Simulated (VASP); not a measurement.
Here is a VASP 6.6.1 calculation.

The input INCAR:

```
PREC = Accurate
ENCUT = 520
EDIFF = 1E-7
ISMEAR = -1
SIGMA = 0.05
LREAL = False
LASPH = True
NELM = 80
ALGO = Fast
ISIF = 2
LWAVE = False
LCHARG = False
GGA = CA
NBANDS = 18
```

KPOINTS

```
regular mesh
0
Gamma
  7 7 7
```

Contents of POSCAR:

```
TiAl3
1.0
    4.0332531278      0.0000000000      0.0000000000
    0.0000000000      4.0332531278      0.0000000000
    0.0000000000      0.0000000000      4.0332531278
Ti Al
1 3
Direct
    0.0000000000      0.0000000000      0.0000000000
    0.0000000000      0.5000000000      0.5000000000
    0.5000000000      0.0000000000      0.5000000000
    0.5000000000      0.5000000000      0.0000000000
```

Potentials or basis: VASP PAW LDA potentials, release 64 (Ti_sv, Al).

Launch:

```bash
$ cat potpaw_LDA.64/Ti_sv/POTCAR potpaw_LDA.64/Al/POTCAR > POTCAR
$ mpirun -np 1 vasp_std > vasp.out
```

(1) Predict the pressure.

## Answers

(1) -8.8 GPa.
